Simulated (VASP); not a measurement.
# CoPtO2 (R-3m) in VASP: single point with PBE

Aim: the single point of CoPtO2 with PBE.

All numbers are computed with VASP 6.6.1; they aren't measurements. Logs are shortened: lines on timing, memory, paths and dates and some standing lists are left out, and cuts for length are marked.

### Step 1. The cell of the first run

It takes space group R-3m (No. 166, trigonal). The conventional cell has a = 2.823 Å, b = 2.823 Å, c = 17.808 Å, α = 90.00°, β = 90.00°, γ = 120.00°. Within 2.5 Å of Co (site symmetry -3m) lie 6 O at 1.90 Å. Within 2.6 Å of Pt (site symmetry -3m) lie 2 O at 2.00 Å. Within 2.5 Å of O (site symmetry 3m) lie 3 Co at 1.90 Å and 1 Pt at 2.00 Å.

### Step 2. Single point, PBE

INCAR

```
SYSTEM = CoPtO2
PREC = Accurate
ENCUT = 520
EDIFF = 1E-6
ISMEAR = 1
SIGMA = 0.2
LREAL = .False.
LASPH = .True.
NELM = 80
ALGO = Normal
ISIF = 2
LWAVE = .False.
LCHARG = .False.
GGA = PE
NBANDS = 24
```

KPOINTS

```
regular mesh
0
Gamma
  12 12 12
  0 0 0
```

POSCAR

```
CoPtO2
1.0
    1.4112950000      0.8148115482      5.9361333333
   -1.4112950000      0.8148115482      5.9361333333
    0.0000000000     -1.6296230963      5.9361333333
Co Pt O
1 1 2
Direct
    0.5000000000      0.5000000000      0.5000000000
    0.0000000000      0.0000000000      0.0000000000
    0.8878449549      0.8878449549      0.8878449549
    0.1121550451      0.1121550451      0.1121550451
```

Potentials or basis: VASP PAW PBE potentials, release 64 (Co, Pt, O).

The run is started by

```bash
> cat potpaw_PBE.64/Co/POTCAR potpaw_PBE.64/Pt/POTCAR potpaw_PBE.64/O/POTCAR > POTCAR
> mpirun -np 1 vasp_std > vasp.out
```

OUTCAR:

```text
SYSTEM = CoPtO2
   PREC = Accurate
   ENCUT = 520
   EDIFF = 1E-6
   ISMEAR = 1
   LREAL = .False.
   LASPH = .True.
   NELM = 80
   ISIF = 2
   GGA = PE

 ion  position               nearest neighbor table
   1  0.500  0.500  0.500-   4 1.90   4 1.90   3 1.90   3 1.90   4 1.90   3 1.90
   2  0.000  0.000  0.000-   3 2.00   4 2.00
   3  0.888  0.888  0.888-   1 1.90   1 1.90   1 1.90   2 2.00
   4  0.112  0.112  0.112-   1 1.90   1 1.90   1 1.90   2 2.00

  LATTYP: Found a trigonal (rhomboedric) cell.
 ALAT       =     6.1557574990
 COS(alpha) =     0.8948758261

  Lattice vectors:

 A1 = (   1.4112950000,   0.8148115482,   5.9361333333)
 A2 = (  -1.4112950000,   0.8148115482,   5.9361333333)
 A3 = (   0.0000000000,  -1.6296230963,   5.9361333333)

Analysis of symmetry for initial positions (statically):
=====================================================================
 Subroutine PRICEL returns:
 Original cell was already a primitive cell.

 Routine SETGRP: Setting up the symmetry group for a
 trigonal (rhombohedral) supercell.

 Subroutine GETGRP returns: Found 12 space group operations
 (whereof 12 operations were pure point group operations)
 out of a pool of 12 trial point group operations.

The static configuration has the point symmetry D_3d.

Analysis of symmetry for dynamics (positions and initial velocities):
=====================================================================
 Subroutine PRICEL returns:
 Original cell was already a primitive cell.

 Routine SETGRP: Setting up the symmetry group for a
 trigonal (rhombohedral) supercell.

 Subroutine GETGRP returns: Found 12 space group operations
 (whereof 12 operations were pure point group operations)
 out of a pool of 12 trial point group operations.

The dynamic configuration has the point symmetry D_3d.

 Subroutine INISYM returns: Found 12 space group operations
 (whereof 12 operations are pure point group operations),
 and found     1 'primitive' translations

----------------------------------------------------------------------------------------

                                     Primitive cell

  volume of cell :      40.9572

  direct lattice vectors                    reciprocal lattice vectors
[... 83 lines left out ...]
   ISTART =      0    job   : 0-new  1-cont  2-samecut
   ICHARG =      2    charge: 1-file 2-atom 10-const
   ISPIN  =      1    spin polarized calculation?
   LNONCOLLINEAR =      F non collinear calculations
   LSORBIT =      F    spin-orbit coupling
   LASPH  =      T    aspherical Exc in radial PAW
   ENCUT  =  520.0 eV  38.22 Ry    6.18 a.u.  11.45 11.45 11.45*2*pi/ulx,y,z
   NELM   =     80;   NELMIN=  2; NELMDL= -5     # of ELM steps
   EDIFF  = 0.1E-05   stopping-criterion for ELM
   LREAL  =      F    real-space projection
   EDIFFG = 0.1E-04   stopping-criterion for IOM
   NSW    =      0    number of steps for IOM
   IBRION =     -1    ionic relax: 0-MD 1-quasi-New 2-CG
   NFREE  =      0    steps in history (QN), initial steepest desc. (CG)
   ISIF   =      2    stress and relaxation
   ISYM   =      2    0-nonsym 1-usesym 2-fastsym
   POTIM  = 0.5000    time-step for ionic-motion
   TEBEG  =    0.0;   TEEND  =   0.0 temperature during run
   PSTRESS=    0.0 pullay stress
   NELECT =      31.0000    total number of electrons
   NUPDOWN=      -1.0000    fix difference up-down
   EMIN   =  10.00;   EMAX   =-10.00  energy-range for DOS
   EFERMI =   0.00;   METHOD = LEGACY
   ISMEAR =     1;   SIGMA  =   0.20  broadening in eV -4-tet -1-fermi 0-gaus
   EFERMI_NEDOS =   21; number of points for ismear=-14 and -15
   IALGO  =     38    algorithm
   IMIX   =      4    mixing-type and parameters
     AMIX     =   0.40;   BMIX     =  1.00
     AMIX_MAG =   1.60;   BMIX_MAG =  1.00
  volume/ion in A,a.u.               =      10.24        69.10
  Fermi-wavevector in a.u.,A,eV,Ry     =   1.491943  2.819363 30.285108  2.225893
  Thomas-Fermi vector in A             =   2.604533
   LORBIT       =      0    0 simple, 1 ext, 2 COOP (PROOUT), +10 PAW based schemes
   GGA     = PE    functional components
   LHFCALC =     F    Hartree Fock is set to
   AEXX    =    0.0000 exact exchange contribution
   IVDW    =     0    specifies the selected vdW correction
   LEPSILON=     F    determine dielectric tensor
   LRPA    =     F    only Hartree local field effects (RPA)
 non-spin polarized calculation
 Methfessel and Paxton  Order N= 1 SIGMA  =   0.20
  energy-cutoff  :      520.00
  volume of cell :       40.96
 maximum number of plane-waves:      1118
 NGX is ok and might be reduce to    48
   NGX = 23   NGY = 23   NGZ = 23

 number of electron      30.9999999 magnetization

 Free energy of the ion-electron system (eV)
  ---------------------------------------------------
  ext. energy  EPLUGINS =         0.00000000
  ---------------------------------------------------
  free energy    TOTEN  =       -26.40839016 eV

  energy without entropy =      -26.40747901  energy(sigma->0) =      -26.40808645

 E-fermi :   8.8779     XC(G=0): -12.6970

 val. band max:        8.8748893647   @ k =  -0.4167   0.5000   0.1667
 cond. band min:       8.8823928621   @ k =  -0.2500   0.1667   0.0833
 fundamental gap:      0.0075034974
 Fermi energy:         8.8779254308

 k-point     1 :       0.0000    0.0000    0.0000
  band No.  band energies     occupation
      1     -12.8447      2.00000
      2     -10.9419      2.00000
      3      -0.9101      2.00000
      4       1.6802      2.00000
      5       2.2531      2.00000
      6       2.2531      2.00000
[... 637 lines left out ...]
     23      21.8697      0.00000
     24      22.2564      0.00000

 [... further k-points ...]
[... 5 lines left out ...]
  --------------------------------------------------------------------------------------
  -------------------------------------------------------------------------------------
  Total        1.6035461      1.6035461      1.9636433      0.0000000      0.0000000      0.0000000
  in kB       62.7281028     62.7281028     76.8145170      0.0000000      0.0000000      0.0000000
  external PRESSURE =      67.4235742 kB  Pullay stress =       0.0000000 kB

 VOLUME and BASIS-vectors are now :
 -----------------------------------------------------------------------------
  energy-cutoff  :      520.00
  volume of cell :       40.96
      direct lattice vectors                 reciprocal lattice vectors
     1.411295000  0.814811548  5.936133333     0.354284540  0.204546275  0.056153276
    -1.411295000  0.814811548  5.936133333    -0.354284540  0.204546275  0.056153276
     0.000000000 -1.629623096  5.936133333     0.000000000 -0.409092549  0.056153276

 POSITION                                       TOTAL-FORCE (eV/Angst)
 -----------------------------------------------------------------------------------
      0.00000      0.00000      8.90420        -0.000000     -0.000000     -0.000000
      0.00000      0.00000      0.00000         0.000000     -0.000000     -0.000000
      0.00000      0.00000     15.81110         0.000000      0.000000      0.011612
      0.00000      0.00000      1.99730         0.000000     -0.000000     -0.011612
 -----------------------------------------------------------------------------------
    total drift:                               -0.000000     -0.000000      0.000000

  FREE ENERGIE OF THE ION-ELECTRON SYSTEM (eV)
  ---------------------------------------------------
  free  energy   TOTEN  =       -26.4083901648 eV

  energy  without entropy=      -26.4074790071  energy(sigma->0) =      -26.40808645
```

Wall time 6.3 min (1 thread of Intel Xeon Platinum 8559C (Emerald Rapids), shared host); peak memory 0.46 GiB.

What came out:

```
Free energy   : -26.4084 eV
Pressure      : 6.7 GPa
Largest force : 0.012 eV/Å
```

Forces in eV/Å, atoms in the order of the input:
```
Co   0.000  0.000  0.000
Pt   0.000  0.000  0.000
O    0.000  0.000  0.012
O    0.000  0.000 -0.012
```

Stress tensor (GPa, compression positive):
```
6.27 0.00 0.00
0.00 6.27 0.00
0.00 0.00 7.68
```

Levels at points of the mesh, in eV from the Fermi level:
```csv
k point,band 12,band 13,band 14,band 15,band 16,band 17,band 18,band 19,band 20,band 21
"(0.00, 0.00, 0.00)",-2.05,-2.05,-1.73,-1.73,-1.64,1.76,1.76,2.69,5.44,8.93
"(0.50, 0.00, 0.00)",-1.56,-1.35,-1.11,-0.10,0.94,1.21,1.22,2.37,7.02,9.91
"(0.50, 0.50, 0.00)",-1.97,-1.34,-1.14,-0.10,0.07,1.65,2.12,2.37,7.69,8.95
"(0.50, 0.50, 0.50)",-1.97,-1.97,-0.99,-0.86,-0.86,1.33,1.33,3.91,4.43,8.66
```

Caveat: spin-orbit coupling is left out, which moves the levels of the heavy elements; an odd number of electrons without spin polarisation forces a metal; a magnetic or distorted state may lie lower; the run has no spin polarisation, though such a crystal can be magnetic; semilocal functionals often make such compounds metallic where correlation or magnetic order opens a gap, which also shifts bond lengths. With open d or f shells a metallic result of PBE can be an artefact of self-interaction; +U or a hybrid may open a gap.
